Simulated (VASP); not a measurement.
# TiC (P1) in VASP: further runs

TiC is run at these levels: PBE; tasks: single point.

All numbers are computed with VASP 6.6.1; they aren't measurements. Logs are shortened: lines on timing, memory, paths and dates and some standing lists are left out, and cuts for length are marked.

**1. The cell of the first run**

The typed cell holds 2 atoms: a = 3.054 Å, b = 3.054 Å, c = 3.054 Å, α = 60.00°, β = 60.00°, γ = 60.00°.

**2. Single point, PBE**

Input file INCAR:

```
ALGO = Normal
EDIFF = 1E-6
ENCUT = 520
GGA = PE
ISIF = 2
ISMEAR = 0
LASPH = T
LCHARG = F
LREAL = F
LWAVE = F
NBANDS = 15
NELM = 100
PREC = Accurate
SIGMA = 0.15
```

Input file KPOINTS:

```
k-points
0
Gamma
  8 8 8
```

Input file POSCAR:

```
TiC
1.0
    0.0000000000      2.1593000000      2.1593000000
    2.1593000000      0.0000000000      2.1593000000
    2.1593000000      2.1593000000      0.0000000000
Ti C
1 1
Direct
    0.0312300000      0.9477500000      0.9829100000
    0.4471688695      0.5275211305      0.4926011305
```

Potentials or basis: VASP PAW PBE potentials, release 64 (Ti_sv, C).

Started as:

```console
$ cat potpaw_PBE.64/Ti_sv/POTCAR potpaw_PBE.64/C/POTCAR > POTCAR
$ mpirun -np 1 vasp_std > vasp.out
```

OUTCAR:

```text
EDIFF = 1E-6
   ENCUT = 520
   GGA = PE
   ISIF = 2
   ISMEAR = 0
   LASPH = T
   LREAL = F
   NELM = 100
   PREC = Accurate

 ion  position               nearest neighbor table
   1  0.031  0.948  0.983-   2 1.97   2 2.01   2 2.16   2 2.18   2 2.33   2 2.36
   2  0.447  0.528  0.493-   1 1.97   1 2.01   1 2.16   1 2.18   1 2.33   1 2.36

  LATTYP: Found a face centered cubic cell.
 ALAT       =     4.3186000000

  Lattice vectors:

 A1 = (   0.0000000000,   2.1593000000,   2.1593000000)
 A2 = (   2.1593000000,   0.0000000000,   2.1593000000)
 A3 = (   2.1593000000,   2.1593000000,   0.0000000000)

Analysis of symmetry for initial positions (statically):
=====================================================================
 Subroutine PRICEL returns:
 Original cell was already a primitive cell.

 Routine SETGRP: Setting up the symmetry group for a
 face centered cubic supercell.

 Subroutine GETGRP returns: Found  1 space group operations
 (whereof  1 operations were pure point group operations)
 out of a pool of 48 trial point group operations.

The static configuration has the point symmetry C_1 .

Analysis of symmetry for dynamics (positions and initial velocities):
=====================================================================
 Subroutine PRICEL returns:
 Original cell was already a primitive cell.

 Routine SETGRP: Setting up the symmetry group for a
 face centered cubic supercell.

 Subroutine GETGRP returns: Found  1 space group operations
 (whereof  1 operations were pure point group operations)
 out of a pool of 48 trial point group operations.

The dynamic configuration has the point symmetry C_1 .

 Subroutine INISYM returns: Found  1 space group operations
 (whereof  1 operations are pure point group operations),
 and found     1 'primitive' translations

----------------------------------------------------------------------------------------

                                     Primitive cell

  volume of cell :      20.1358

  direct lattice vectors                    reciprocal lattice vectors
     0.000000000  2.159300000  2.159300000    -0.231556523  0.231556523  0.231556523
     2.159300000  0.000000000  2.159300000     0.231556523 -0.231556523  0.231556523
     2.159300000  2.159300000  0.000000000     0.231556523  0.231556523 -0.231556523

  length of vectors
     3.053711345  3.053711345  3.053711345     0.401067663  0.401067663  0.401067663

  position of ions in fractional coordinates (direct lattice)
     0.031230000  0.947750000  0.982910000
     0.447168869  0.527521130  0.492601130

  ion indices of the primitive-cell ions
   primitive index   ion index
                 1           1
                 2           2

----------------------------------------------------------------------------------------

 KPOINTS: k-points

Automatic generation of k-mesh.
 Grid dimensions read from file:
 generate k-points for:    8    8    8

 Generating k-lattice:

  Cartesian coordinates                     Fractional coordinates (reciprocal lattice)
    -0.028944565  0.028944565  0.028944565     0.125000000  0.000000000  0.000000000
     0.028944565 -0.028944565  0.028944565     0.000000000  0.125000000  0.000000000
     0.028944565  0.028944565 -0.028944565     0.000000000  0.000000000  0.125000000

  Length of vectors
     0.050133458  0.050133458  0.050133458

  Shift w.r.t. Gamma in fractional coordinates (k-lattice)
     0.000000000  0.000000000  0.000000000

 Subroutine IBZKPT returns following result:
 ===========================================

 Found    260 irreducible k-points:

 Following reciprocal coordinates:
            Coordinates               Weight
  0.000000  0.000000  0.000000      1.000000
  0.125000  0.000000  0.000000      2.000000
  0.000000  0.125000  0.000000      2.000000
  0.000000  0.000000  0.125000      2.000000
  0.125000  0.125000  0.125000      2.000000
  0.250000  0.000000  0.000000      2.000000
[... 16 lines left out ...]
  0.125000  0.000000  0.250000      2.000000
  0.125000  0.125000 -0.125000      2.000000
 [... further k-points ...]
   k-points           NKPTS =    260   k-points in BZ     NKDIM =    260   number of bands    NBANDS=     15
   number of dos      NEDOS =    301   number of ions     NIONS =      2
   total plane-waves  NPLWV =  13824
   dimension x,y,z NGX =    24 NGY =   24 NGZ =   24
   dimension x,y,z NGXF=    48 NGYF=   48 NGZF=   48
   ions per type =               1   1
   NGX,Y,Z   is equivalent  to a cutoff of  13.07, 13.07, 13.07 a.u.
   NGXF,Y,Z  is equivalent  to a cutoff of  26.13, 26.13, 26.13 a.u.
 SYSTEM =  unknown system
   PREC   = accura    normal or accurate (medium, high low for compatibility)
   ISTART =      0    job   : 0-new  1-cont  2-samecut
   ICHARG =      2    charge: 1-file 2-atom 10-const
   ISPIN  =      1    spin polarized calculation?
   LNONCOLLINEAR =      F non collinear calculations
   LSORBIT =      F    spin-orbit coupling
   LASPH  =      T    aspherical Exc in radial PAW
   ENCUT  =  520.0 eV  38.22 Ry    6.18 a.u.   5.68  5.68  5.68*2*pi/ulx,y,z
   NELM   =    100;   NELMIN=  2; NELMDL= -5     # of ELM steps
   EDIFF  = 0.1E-05   stopping-criterion for ELM
   LREAL  =      F    real-space projection
   EDIFFG = 0.1E-04   stopping-criterion for IOM
   NSW    =      0    number of steps for IOM
   IBRION =     -1    ionic relax: 0-MD 1-quasi-New 2-CG
   NFREE  =      0    steps in history (QN), initial steepest desc. (CG)
   ISIF   =      2    stress and relaxation
   ISYM   =      2    0-nonsym 1-usesym 2-fastsym
   POTIM  = 0.5000    time-step for ionic-motion
   TEBEG  =    0.0;   TEEND  =   0.0 temperature during run
   PSTRESS=    0.0 pullay stress
   NELECT =      16.0000    total number of electrons
   NUPDOWN=      -1.0000    fix difference up-down
   EMIN   =  10.00;   EMAX   =-10.00  energy-range for DOS
   EFERMI =   0.00;   METHOD = LEGACY
   ISMEAR =     0;   SIGMA  =   0.15  broadening in eV -4-tet -1-fermi 0-gaus
   EFERMI_NEDOS =   21; number of points for ismear=-14 and -15
   IALGO  =     38    algorithm
   IMIX   =      4    mixing-type and parameters
     AMIX     =   0.40;   BMIX     =  1.00
     AMIX_MAG =   1.60;   BMIX_MAG =  1.00
  volume/ion in A,a.u.               =      10.07        67.94
  Fermi-wavevector in a.u.,A,eV,Ry     =   1.516323  2.865436 31.283015  2.299237
  Thomas-Fermi vector in A             =   2.625728
   LORBIT       =      0    0 simple, 1 ext, 2 COOP (PROOUT), +10 PAW based schemes
   GGA     = PE    functional components
   LHFCALC =     F    Hartree Fock is set to
   AEXX    =    0.0000 exact exchange contribution
   IVDW    =     0    specifies the selected vdW correction
   LEPSILON=     F    determine dielectric tensor
   LRPA    =     F    only Hartree local field effects (RPA)
 non-spin polarized calculation
 Gauss-broadening in eV      SIGMA  =   0.15
  energy-cutoff  :      520.00
  volume of cell :       20.14
 maximum number of plane-waves:       560
   NGX = 11   NGY = 11   NGZ = 11

 number of electron      16.0000000 magnetization

 Free energy of the ion-electron system (eV)
  ---------------------------------------------------
  ext. energy  EPLUGINS =         0.00000000
  ---------------------------------------------------
  free energy    TOTEN  =       -18.42271861 eV

  energy without entropy =      -18.42159831  energy(sigma->0) =      -18.42215846

 E-fermi :   9.6408     XC(G=0): -12.7104

 val. band max:        9.5678687641   @ k =   0.1250   0.1250   0.1250
 cond. band min:       9.6833130314   @ k =   0.0000   0.2500   0.2500
 fundamental gap:      0.1154442673
 Fermi energy:         9.6408361739

 k-point     1 :       0.0000    0.0000    0.0000
  band No.  band energies     occupation
      1     -47.0246      2.00000
      2     -23.0634      2.00000
      3     -23.0529      2.00000
      4     -23.0496      2.00000
      5      -2.8645      2.00000
      6       8.9990      2.00000
      7       9.1960      1.99997
      8       9.4721      1.88829
      9      10.1891      0.00000
     10      11.0016      0.00000
     11      12.4398      0.00000
     12      13.0583      0.00000
     13      13.3430      0.00000
     14      19.8434      0.00000
     15      23.3371      0.00000

 k-point     2 :       0.1250    0.0000    0.0000
  band No.  band energies     occupation
      1     -47.0136      2.00000
      2     -23.1349      2.00000
      3     -23.0664      2.00000
      4     -23.0574      2.00000
      5      -2.5166      2.00000
      6       8.0766      2.00000
      7       8.7108      2.00000
      8       8.9371      2.00000
      9      10.5001      0.00000
     10      10.8693      0.00000
     11      12.3344      0.00000
     12      14.1308      0.00000
     13      14.3060      0.00000
     14      20.4585      0.00000
     15      23.4306      0.00000

 k-point     3 :       0.0000    0.1250    0.0000
  band No.  band energies     occupation
      1     -47.0135      2.00000
      2     -23.1346      2.00000
      3     -23.0669      2.00000
      4     -23.0575      2.00000
      5      -2.5161      2.00000
      6       8.0515      2.00000
      7       8.7242      2.00000
      8       8.9945      2.00000
      9      10.4853      0.00000
     10      10.8683      0.00000
     11      12.2635      0.00000
     12      14.1552      0.00000
     13      14.3213      0.00000
     14      20.4484      0.00000
     15      23.4450      0.00000
[... 343 lines left out ...]
 k-point    23 :       0.1250    0.0000    0.2500
  band No.  band energies     occupation
      1     -46.9878      2.00000
      2     -23.2687      2.00000
      3     -23.1110      2.00000
      4     -23.0955      2.00000
      5      -1.6932      2.00000
      6       6.6063      2.00000
      7       7.8818      2.00000
      8       8.8000      2.00000
      9      10.2592      0.00000
     10      11.2934      0.00000
     11      12.7645      0.00000
     12      14.4410      0.00000
     13      15.9781      0.00000
     14      21.3636      0.00000
     15      23.8164      0.00000

 k-point    24 :       0.1250    0.1250   -0.1250
  band No.  band energies     occupation
      1     -46.9880      2.00000
      2     -23.2701      2.00000
      3     -23.1041      2.00000
      4     -23.0966      2.00000
      5      -1.7058      2.00000
      6       6.5326      2.00000
      7       7.7802      2.00000
      8       9.1048      2.00000
      9      10.0281      0.00026
     10      11.4128      0.00000
     11      12.5055      0.00000
     12      14.8749      0.00000
     13      15.8550      0.00000
     14      21.3253      0.00000
     15      23.9358      0.00000

 [... further k-points ...]
[... 5 lines left out ...]
  --------------------------------------------------------------------------------------
  -------------------------------------------------------------------------------------
  Total        2.0095286      1.5079902      0.3834096      0.5304700     -0.0244721      0.0294152
  in kB      159.8953465    119.9886480     30.5073577     42.2087488     -1.9472068      2.3405269
  external PRESSURE =     103.4637841 kB  Pullay stress =       0.0000000 kB

 VOLUME and BASIS-vectors are now :
 -----------------------------------------------------------------------------
  energy-cutoff  :      520.00
  volume of cell :       20.14
      direct lattice vectors                 reciprocal lattice vectors
     0.000000000  2.159300000  2.159300000    -0.231556523  0.231556523  0.231556523
     2.159300000  0.000000000  2.159300000     0.231556523 -0.231556523  0.231556523
     2.159300000  2.159300000  0.000000000     0.231556523  0.231556523 -0.231556523

 POSITION                                       TOTAL-FORCE (eV/Angst)
 -----------------------------------------------------------------------------------
      4.16887      2.18983      2.11391         1.771813     -1.373344     -0.065696
      2.20275      2.02925      2.10465        -1.771813      1.373344      0.065696
 -----------------------------------------------------------------------------------
    total drift:                                0.000176     -0.000062     -0.000015

  FREE ENERGIE OF THE ION-ELECTRON SYSTEM (eV)
  ---------------------------------------------------
  free  energy   TOTEN  =       -18.4227186110 eV

  energy  without entropy=      -18.4215983059  energy(sigma->0) =      -18.42215846
```

It took 39 s on 1 thread of Intel Xeon Platinum 8488C (Sapphire Rapids), shared host; peak memory 0.2 GiB.

What came out:

| Item | Value |
| --- | --- |
| Free energy | -18.4227 eV |
| Pressure | 10.3 GPa |
| Largest force | 2.243 eV/Å |
| Band gap on the k mesh | 0.12 eV, indirect (least direct gap 0.70 eV) |

Forces on the atoms (eV/Å):
```
Ti   1.772 -1.373 -0.066
C   -1.772  1.373  0.066
```

Stress tensor (GPa, compression positive):
```
15.99  4.22  0.23
 4.22 12.00 -0.19
 0.23 -0.19  3.05
```

Levels at points of the mesh, in eV from the valence-band top:
| k point | band 4 | band 5 | band 6 | band 7 | band 8 | band 9 | band 10 | band 11 | band 12 | band 13 |
| --- | --- | --- | --- | --- | --- | --- | --- | --- | --- | --- |
| (0.00, 0.00, 0.00) | -32.62 | -12.43 | -0.57 | -0.37 | -0.10 | 0.62 | 1.43 | 2.87 | 3.49 | 3.78 |
| (0.50, 0.00, 0.00) | -32.67 | -9.03 | -5.87 | -3.07 | -2.96 | 2.84 | 2.94 | 4.20 | 7.11 | 8.44 |
| (0.00, 0.50, 0.00) | -32.67 | -9.03 | -5.87 | -3.06 | -2.92 | 2.83 | 2.93 | 4.18 | 6.97 | 8.41 |
| (0.00, 0.00, 0.50) | -32.67 | -8.98 | -5.87 | -2.86 | -2.63 | 2.81 | 2.84 | 4.05 | 6.13 | 7.80 |
| (0.50, 0.50, 0.50) | -32.67 | -8.98 | -5.87 | -2.86 | -2.62 | 2.81 | 2.84 | 4.05 | 6.13 | 7.79 |
| (0.50, 0.50, 0.00) | -32.79 | -10.11 | -3.51 | -2.68 | -0.54 | 1.31 | 3.31 | 3.49 | 3.50 | 5.81 |
| (0.00, 0.50, 0.50) | -32.80 | -10.11 | -3.35 | -2.24 | -0.22 | 0.55 | 2.96 | 3.50 | 3.50 | 5.51 |
| (0.50, 0.00, 0.50) | -32.80 | -10.11 | -3.40 | -2.41 | -0.28 | 0.76 | 3.08 | 3.49 | 3.50 | 5.62 |

Caveat: forces of over 1 eV/Å act on the atoms, so gaps and moduli don't describe the material at rest. A k mesh can miss the band edges.

**3. Single point, PBE**

Input file INCAR:

```
PREC = Accurate
ENCUT = 520
EDIFF = 1E-6
ISMEAR = 0
SIGMA = 0.15
LREAL = False
LASPH = True
NELM = 100
ALGO = Normal
ISIF = 2
LWAVE = False
LCHARG = False
GGA = PE
NBANDS = 15
```

Input file KPOINTS:

```
Automatic mesh
0
Gamma
  8 8 8
```

POSCAR: that of step 2 with these lines changed.

```diff
@@ -9,2 +9,2 @@
     0.0312300000      0.9477500000      0.9829100000
-    0.4471688695      0.5275211305      0.4926011305
+    0.4564311305      0.5182588695      0.4833388695
```

Potentials or basis: VASP PAW PBE potentials, release 64 (Ti_sv, C).

Started as:

```console
$ cat potpaw_PBE.64/Ti_sv/POTCAR potpaw_PBE.64/C/POTCAR > POTCAR
$ mpirun -np 1 vasp_std > vasp.out
```

It took 37 s on 1 thread of Intel Xeon Platinum 8488C (Sapphire Rapids), shared host; peak memory 0.2 GiB.

It converged, with:

```yaml
Free_energy: -18.4847 eV
Pressure: 8.7 GPa
Largest_force: 1.960 eV/Å
```

Forces on the atoms (eV/Å):
```
Ti   1.344 -1.425 -0.070
C   -1.344  1.425  0.070
```

Stress tensor (GPa, compression positive):
```
11.17  3.46  0.20
 3.46 11.92 -0.21
 0.20 -0.21  2.99
```

Levels at points of the mesh, in eV from the Fermi level:
| k point | band 4 | band 5 | band 6 | band 7 | band 8 | band 9 | band 10 | band 11 | band 12 | band 13 |
| --- | --- | --- | --- | --- | --- | --- | --- | --- | --- | --- |
| (0.00, 0.00, 0.00) | -32.70 | -12.52 | -0.47 | -0.31 | 0.01 | 0.55 | 1.34 | 2.61 | 3.19 | 3.41 |
| (0.50, 0.00, 0.00) | -32.75 | -9.10 | -5.96 | -3.13 | -3.04 | 2.77 | 2.85 | 4.10 | 7.16 | 8.33 |
| (0.00, 0.50, 0.00) | -32.75 | -9.09 | -5.96 | -3.12 | -3.01 | 2.77 | 2.85 | 4.09 | 7.02 | 8.30 |
| (0.00, 0.00, 0.50) | -32.75 | -9.06 | -5.96 | -2.96 | -2.77 | 2.76 | 2.77 | 3.98 | 6.28 | 7.80 |
| (0.50, 0.50, 0.50) | -32.75 | -9.06 | -5.96 | -2.96 | -2.78 | 2.76 | 2.77 | 3.98 | 6.28 | 7.80 |
| (0.50, 0.50, 0.00) | -32.88 | -10.21 | -3.58 | -2.61 | -0.53 | 0.99 | 3.11 | 3.42 | 3.42 | 5.73 |
| (0.00, 0.50, 0.50) | -32.88 | -10.21 | -3.48 | -2.31 | -0.30 | 0.47 | 2.89 | 3.42 | 3.43 | 5.55 |
| (0.50, 0.00, 0.50) | -32.88 | -10.21 | -3.47 | -2.28 | -0.29 | 0.43 | 2.87 | 3.42 | 3.42 | 5.53 |

Caveat: forces of over 1 eV/Å act on the atoms, so gaps and moduli don't describe the material at rest.

**4. Single point, PBE**

This run uses another cell than the first one, of 10.02 Å³/atom, 0.995 times its volume.

Input file INCAR:

```
SYSTEM = TiC
PREC = Accurate
ENCUT = 520
EDIFF = 1E-6
ISMEAR = 0
SIGMA = 0.15
LREAL = .False.
LASPH = .True.
NELM = 60
ALGO = Normal
ISIF = 2
LWAVE = .False.
LCHARG = .False.
GGA = PE
NBANDS = 15
```

Input file KPOINTS:

```
regular mesh
0
Gamma
  8 8 8
  0 0 0
```

Input file POSCAR:

```
TiC
1.0
    0.0000000000      2.1556951519      2.1556951519
    2.1556951519      0.0000000000      2.1556951519
    2.1556951519      2.1556951519      0.0000000000
Ti C
1 1
Direct
    0.0312300000      0.9477500000      0.9829100000
    0.4518000000      0.5228900000      0.4879700000
```

Started as:

```console
$ cat potpaw_PBE.64/Ti_sv/POTCAR potpaw_PBE.64/C/POTCAR > POTCAR
$ mpirun -np 1 vasp_std > vasp.out
```

Run time: 36 s. Hardware: 1 thread of Intel Xeon Platinum 8488C (Sapphire Rapids), shared host; peak memory 0.2 GiB.

The run converged. Its results:

```yaml
Free_energy: -18.4494 eV
Pressure: 10.9 GPa
Largest_force: 2.124 eV/Å
Band_gap_on_the_k_mesh: 0.11 eV, indirect (least direct gap 0.62 eV)
```

Forces on the atoms (eV/Å):
```
Ti   1.573 -1.426 -0.069
C   -1.573  1.426  0.069
```

Stress tensor (GPa, compression positive):
```
14.89  3.97  0.22
 3.97 13.44 -0.21
 0.22 -0.21  4.24
```

Levels at points of the mesh, in eV from the valence-band top:
| k point | band 4 | band 5 | band 6 | band 7 | band 8 | band 9 | band 10 | band 11 | band 12 | band 13 |
| --- | --- | --- | --- | --- | --- | --- | --- | --- | --- | --- |
| (0.00, 0.00, 0.00) | -32.63 | -12.48 | -0.51 | -0.32 | -0.02 | 0.60 | 1.41 | 2.77 | 3.39 | 3.61 |
| (0.50, 0.00, 0.00) | -32.68 | -9.05 | -5.92 | -3.10 | -3.00 | 2.84 | 2.93 | 4.20 | 7.19 | 8.46 |
| (0.00, 0.50, 0.00) | -32.68 | -9.04 | -5.92 | -3.09 | -2.96 | 2.83 | 2.93 | 4.18 | 7.04 | 8.43 |
| (0.00, 0.00, 0.50) | -32.68 | -9.00 | -5.92 | -2.91 | -2.70 | 2.82 | 2.84 | 4.06 | 6.25 | 7.87 |
| (0.50, 0.50, 0.50) | -32.68 | -9.00 | -5.92 | -2.91 | -2.70 | 2.82 | 2.84 | 4.06 | 6.25 | 7.86 |
| (0.50, 0.50, 0.00) | -32.81 | -10.16 | -3.53 | -2.64 | -0.52 | 1.17 | 3.25 | 3.50 | 3.50 | 5.83 |
| (0.00, 0.50, 0.50) | -32.81 | -10.16 | -3.41 | -2.27 | -0.24 | 0.53 | 2.96 | 3.50 | 3.50 | 5.60 |
| (0.50, 0.00, 0.50) | -32.81 | -10.16 | -3.42 | -2.34 | -0.26 | 0.61 | 3.00 | 3.50 | 3.50 | 5.63 |

Caveat: forces of over 1 eV/Å act on the atoms, so gaps and moduli don't describe the material at rest.

[end of part 1 of 2]
